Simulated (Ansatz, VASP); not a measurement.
## Fe: VASP beside Ansatz

File INCAR:

```
SYSTEM = Fe
ALGO = Normal ; EDIFF = 1E-7
ENCUT = 520 ; ISIF = 2
ISMEAR = -1 ; ISPIN = 2
LASPH = .True. ; LCHARG = .True.
LELF = .True. ; LMAXMIX = 4
LORBIT = 11 ; LREAL = .False.
LVHAR = .True. ; LWAVE = .False.
MAGMOM = 3 ; NBANDS = 14
NELM = 150 ; PREC = Accurate
SIGMA = 0.05
```

KPOINTS

```
k-points
0
Gamma
  16 16 16
  0 0 0
```

Contents of POSCAR:

```
Fe
1.0
    0.0000000000      1.9417396906      2.0240583172
    1.4984397099      0.0000000000      2.0240583172
    1.4984397099      1.9417396906      0.0000000000
Fe
1
Direct
    0.0000000000      0.0000000000      0.0000000000
```

Input for Ansatz:

```yaml
crystal:
  lattice:
    - [0.0, 1.9417396906, 2.0240583172]
    - [1.4984397099, 0.0, 2.0240583172]
    - [1.4984397099, 1.9417396906, 0.0]
  atoms:
    - { symbol: Fe, position: [0.0, 0.0, 0.0], spin: 3.0 }
magnetization:
  spin_polarized: true
kpoints:
  mp_grid: { grid: [16, 16, 16] }
  band_path:
    path:
      - [0.0, 0.0, 0.0]
      - [0.5, 0.0, 0.5]
      - [0.5, 0.238136326, 0.738136326]
      - [0.5, 0.761863674, 0.261863674]
      - [0.5, 0.5, 0.0]
      - [0.9397225375, 0.5, 0.4397225375]
      - [0.0602774625, 0.5, 0.5602774625]
      - [0.0, 0.5, 0.5]
      - [0.0654966351, 0.5654966351, 0.5]
    npoints: 5
scf:
  occupations: { method: fermi_dirac, width: 0.05 }
hamiltonian:
  xc: lda
  pseudopotentials: { kind: all_electron, lapw: { basis_error: 0.0005 } }
output:
  forces: true
  stress: true
  eigenvalues: true
```

Change from the starting cell: zz strain of +3 %.

Alike in both runs: task single point; functional LDA; k mesh 16 × 16 × 16; occupations fermi-dirac, width 0.05 eV; collinear spin.

|  | VASP | Ansatz |
| --- | --- | --- |
| version | VASP 6.6.1 | Ansatz 0.2.0 |
| potentials or method | VASP PAW LDA potentials, release 64 (Fe), cutoff 520 eV | all-electron LAPW, scalar-relativistic |

|  | VASP | Ansatz | Ansatz less VASP |
| --- | --- | --- | --- |
| pressure (GPa) | -22.7 | -22.0 | +0.65 |
| traceless stress, the component that is largest in VASP (GPa) | 4.75 | 4.80 | +0.041 |
| net moment per atom (μB) | 2.20 | 2.24 | +0.035 |
| size of the moment on the site where the two differ most (μB) | 2.18 | 2.27 | +0.088 |

LDA's correlation is that of Perdew and Zunger in VASP and of Perdew and Wang (1992) in Ansatz. Site moments also hang on the region over which each program counts them. Ansatz ran all-electron here, and VASP with PAW potentials.
